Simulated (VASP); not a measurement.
## Sm3BRh: relaxation of cell and atoms with PBE

Sm3BRh:

```
Sm B Rh
1.0
     5.30322    0.00000    0.00000
     0.00000    5.30322    0.00000
     0.00000    0.00000    5.30322
Sm B Rh
3 1 1
Direct
  0.50000 0.00000 0.00000
  0.00000 0.50000 0.00000
  0.00000 0.00000 0.50000
  0.50000 0.50000 0.50000
  0.00000 0.00000 0.00000
```

The cell was built from a structure type or drawn by symmetry, and may not be a known phase.

| Item | Value |
| --- | --- |
| Program | VASP 6.6.1 |
| Task | relaxation of cell and atoms |
| Functional | PBE |
| Potentials or basis | VASP PAW PBE potentials, release 64 (Sm_3, B, Rh_pv), 4f in core |
| Cutoff | 500 eV |
| k mesh | 8 × 8 × 8 |
| Occupations | gaussian, width 0.1 eV |
| Spin | no spin polarisation |
| Dipole correction | no |
| Mended | yes |
| Further INCAR settings | ALGO = Normal; EDIFF = 1e-07; IBRION = 2; EDIFFG = -0.01; NSW = 100; ISIF = 3 |

* Relaxed volume: 30.08 Å³/atom
* Relaxed cell: a = 5.318 Å, b = 5.318 Å, c = 5.318 Å, α = 90.00°, β = 90.00°, γ = 90.00°
* Space group after relaxing (to 0.1 Å): Pm-3m (No. 221)
* Energy gained by relaxing: 0.3 meV/atom
* Ionic steps: 3
* Pressure after relaxing: 0.0 GPa
* Band gap on the k mesh: zero (an odd number of electrons rules out a gap without spin polarisation)

The path:
| step | energy change (eV) | largest force (eV/Å) | pressure (GPa) | volume (Å³) |
| --- | --- | --- | --- | --- |
| 1 | 0.0000 | 0.0000 | 0.41 | 149.15 |
| 2 | -0.0014 | 0.0000 | -0.12 | 150.78 |
| 3 | -0.0016 | 0.0000 | 0.00 | 150.40 |

Final structure:
```yaml
crystal:
  lattice:
    - [5.31797, 0.00000, 0.00000]
    - [0.00000, 5.31797, 0.00000]
    - [0.00000, 0.00000, 5.31797]
  atoms:
    - { symbol: Sm, position: [0.50000, 0.00000, 0.00000] }
    - { symbol: Sm, position: [0.00000, 0.50000, 0.00000] }
    - { symbol: Sm, position: [0.00000, 0.00000, 0.50000] }
    - { symbol: B, position: [0.50000, 0.50000, 0.50000] }
    - { symbol: Rh, position: [0.00000, 0.00000, 0.00000] }
```

Levels at points of the mesh, in eV from the Fermi level:
```csv
k point,band 23,band 24,band 25,band 26,band 27,band 28
"(0.00, 0.00, 0.00)",-0.52,-0.52,0.47,0.47,0.47,0.57
"(0.50, 0.00, 0.00)",-1.11,-0.01,-0.01,0.15,0.56,0.56
"(0.50, 0.50, 0.00)",-1.91,-0.96,-0.69,-0.21,-0.08,-0.08
"(0.50, 0.50, 0.50)",-1.85,-1.85,-0.09,-0.09,-0.09,0.30
```

It took 2.3 min on 1 thread of Intel(R) Xeon(R) 6975P-C (Granite Rapids), with other jobs on the host, peak memory 0.35 GiB.

Caveat: spin-orbit coupling is left out, which moves the levels of the heavy elements; the 4f electrons are frozen in the core, so they carry no moment and show no levels. Spin polarisation is off, so any magnetic state and its effect on volume and gap are missing.
